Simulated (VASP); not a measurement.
Here is a VASP 6.6.1 calculation.

File INCAR:

```
PREC = Accurate
ENCUT = 520
EDIFF = 1E-6
ISMEAR = -1
SIGMA = 0.06122561905347299
LREAL = False
LASPH = True
NELM = 60
ALGO = Normal
ISIF = 2
LWAVE = False
LCHARG = False
GGA = PE
NBANDS = 16
```

The input KPOINTS:

```
Automatic mesh
0
Gamma
  9 9 9
```

File POSCAR:

```
Cs
1.0
    0.0000000000      5.8133186121      5.8133186121
    5.8133186121      0.0000000000      5.8133186121
    5.8133186121      5.8133186121      0.0000000000
Cs
2
Direct
    0.0000000000      0.0000000000      0.0000000000
    0.2500000000      0.2500000000      0.2500000000
```

Potentials or basis: VASP PAW PBE potentials, release 64 (Cs_sv).

Command:

```bash
$ cat potpaw_PBE.64/Cs_sv/POTCAR > POTCAR
$ mpirun -np 1 vasp_std > vasp.out
```

(1) What does it give for the band gap on the k mesh?

(2) Estimate the pressure.

Answers

(1) 0.03 eV, direct.

(2) 0.0 GPa.

Caveat: spin-orbit coupling is left out, which moves the levels of the heavy elements.
